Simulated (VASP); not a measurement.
Input of a VASP 6.6.1 run:

POSCAR

```
SnO2
1.0
    4.8985528161      0.0000000000      0.0000000000
    0.0000000000      4.8985528161      0.0000000000
    0.0000000000      0.0000000000      3.2341657737
Sn O
2 4
Direct
    0.0000000000      0.0000000000      0.0000000000
    0.5000000000      0.5000000000      0.5000000000
    0.3077391872      0.3077391872      0.0000000000
    0.8077391872      0.1922608128      0.5000000000
    0.1922608128      0.8077391872      0.5000000000
    0.6922608128      0.6922608128      0.0000000000
```

INCAR.step1

```
  PREC = Accurate
  ENCUT = 520
  ISMEAR = 0
  SIGMA = 0.05
  LREAL = F
  LASPH = T
  NELM = 60
  NBANDS = 35
  GGA = PE
  ALGO = Normal
  EDIFF = 1E-4
  LWAVE = T
  LCHARG = F
```

The input INCAR.step2:

```
  PREC = Accurate
  ENCUT = 520
  EDIFF = 1E-6
  ISMEAR = 0
  SIGMA = 0.05
  LREAL = F
  LASPH = T
  NELM = 60
  ALGO = Normal
  ISIF = 2
  LWAVE = F
  LCHARG = T
  METAGGA = R2SCAN
  LMIXTAU = T
  LELF = T
  LVHAR = T
  NBANDS = 35
  ISTART = 1
```

The input KPOINTS:

```
regular mesh
0
Gamma
  6 6 10
```

Potentials or basis: VASP PAW PBE potentials, release 64 (Sn_d, O).

The run is started by

```console
$ cat potpaw_PBE.64/Sn_d/POTCAR potpaw_PBE.64/O/POTCAR > POTCAR
$ cp INCAR.step1 INCAR
$ mpirun -np 1 vasp_std > vasp.out
$ cp INCAR.step2 INCAR
$ mpirun -np 1 vasp_std > vasp.out
```

(1) Estimate the largest force.

(2) Predict the pressure.

(3) What does it give for the band gap on the k mesh?

## Answers

(1) 0.038 eV/Å.

(2) -10.6 GPa.

(3) 1.12 eV.

Caveat: the cell stands under tension; the PAW data sets were made with another functional, which shifts forces and pressure a little; spin-orbit coupling is left out, which moves the levels of the heavy elements.
